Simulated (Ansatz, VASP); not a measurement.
**Li12NO: VASP beside Ansatz**

INCAR

```
SYSTEM = Li12NO
PREC = Accurate ; ENCUT = 520
EDIFF = 1E-6 ; ISMEAR = 0
SIGMA = 0.1 ; LREAL = .FALSE.
LASPH = .TRUE. ; NELM = 150
ALGO = Normal ; ISIF = 2
LWAVE = .FALSE. ; LCHARG = .TRUE.
ISPIN = 2 ; MAGMOM = 0 0 0 0 0 0 0 0 0 0 0 0 1 0
LORBIT = 11 ; LDIPOL = .TRUE.
IDIPOL = 3 ; DIPOL = 0.5 0.5 0.303
GGA = PE ; LVHAR = .TRUE.
LVACPOTAV = .TRUE. ; NBANDS = 40
KPAR = 4
```

KPOINTS

```
Automatic mesh
0
G
  5 5 1
  0 0 0
```

Contents of POSCAR:

```
Li12NO
1.0
    5.9451735978      0.0000000000      0.0000000000
   -1.9817245326      5.6051634218      0.0000000000
    0.0000000000      0.0000000000     22.6831262891
Li N O
12 1 1
Direct
    0.2500000000      0.2500000000      0.1763425354
    0.2500000000      0.7500000000      0.1763425354
    0.7500000000      0.2500000000      0.1763425354
    0.7500000000      0.7500000000      0.1763425354
    0.0000000000      0.0000000000      0.2794233694
    0.0000000000      0.5000000000      0.2794233694
    0.5000000000      0.0000000000      0.2794233694
    0.5000000000      0.5000000000      0.2794233694
    0.2500000000      0.2500000000      0.3828011262
    0.2500000000      0.7500000000      0.3828011262
    0.7500000000      0.2500000000      0.3828011262
    0.7500000000      0.7500000000      0.3828011262
    0.9166666667      0.5833333333      0.4304136107
    1.0655269119      0.7321935786      0.4564241347
```

Input for Ansatz:

```yaml
crystal:
  lattice:
    - [5.9451735978, 0.0, 0.0]
    - [-1.9817245326, 5.6051634218, 0.0]
    - [0.0, 0.0, 22.6831262891]
  atoms:
    - { symbol: Li, position: [0.25, 0.25, 0.1763425354] }
    - { symbol: Li, position: [0.25, 0.75, 0.1763425354] }
    - { symbol: Li, position: [0.75, 0.25, 0.1763425354] }
    - { symbol: Li, position: [0.75, 0.75, 0.1763425354] }
    - { symbol: Li, position: [0.0, 0.0, 0.2794233694] }
    - { symbol: Li, position: [0.0, 0.5, 0.2794233694] }
    - { symbol: Li, position: [0.5, 0.0, 0.2794233694] }
    - { symbol: Li, position: [0.5, 0.5, 0.2794233694] }
    - { symbol: Li, position: [0.25, 0.25, 0.3828011262] }
    - { symbol: Li, position: [0.25, 0.75, 0.3828011262] }
    - { symbol: Li, position: [0.75, 0.25, 0.3828011262] }
    - { symbol: Li, position: [0.75, 0.75, 0.3828011262] }
    - { symbol: "N", position: [0.9166666667, 0.5833333333, 0.4304136107], spin: 1.0 }
    - { symbol: O, position: [1.0655269119, 0.7321935786, 0.4564241347] }
basis:
  ecutwfc: 420
kpoints:
  mp_grid: { grid: [5, 5, 1] }
hamiltonian:
  xc: pbe
scf:
  occupations: { method: gaussian, width: 0.1 }
output:
  forces: true
  eigenvalues: true
  populations: true
magnetization:
  spin_polarized: true
efield:
  axis: 3
  dipole_correction: true
  ramp_width: 0.04
```

Alike in both runs: task single point; functional PBE; k mesh 5 × 5 × 1; occupations gaussian, width 0.1 eV; collinear spin.

|  | VASP | Ansatz |
| --- | --- | --- |
| version | VASP 6.6.1 | Ansatz 0.2.0 |
| potentials or method | VASP PAW PBE potentials, release 64 (Li_sv, N, O), cutoff 520 eV | scalar-relativistic, plane waves, PAW |
| valence electrons in the cell | 47 | 47 |

```tsv
	VASP	Ansatz	Ansatz less VASP
gap on the k mesh at the Fermi level (eV)	none	none	-
rms of the force components (eV/Å)	1.550	1.307	-0.2427
net moment per atom (μB)	0.09	0.09	0.000
size of the moment on the site where the two differ most (μB)	0.53	0.29	-0.235
work function, face that differs most (eV)	3.82	3.81	-0.008
```

Site moments also hang on the region over which each program counts them. Atom by atom the forces differ by 0.245 eV/Å (rms over components). A gap of «none» marks a metal or a gap that the smearing closes. With one functional, cell and mesh, what is left measures potentials, basis and numerics.

Noted on VASP's run: the cutoff is short for stress, so the pressure is rough; the standard files for N, O and F lose accuracy on very short bonds.
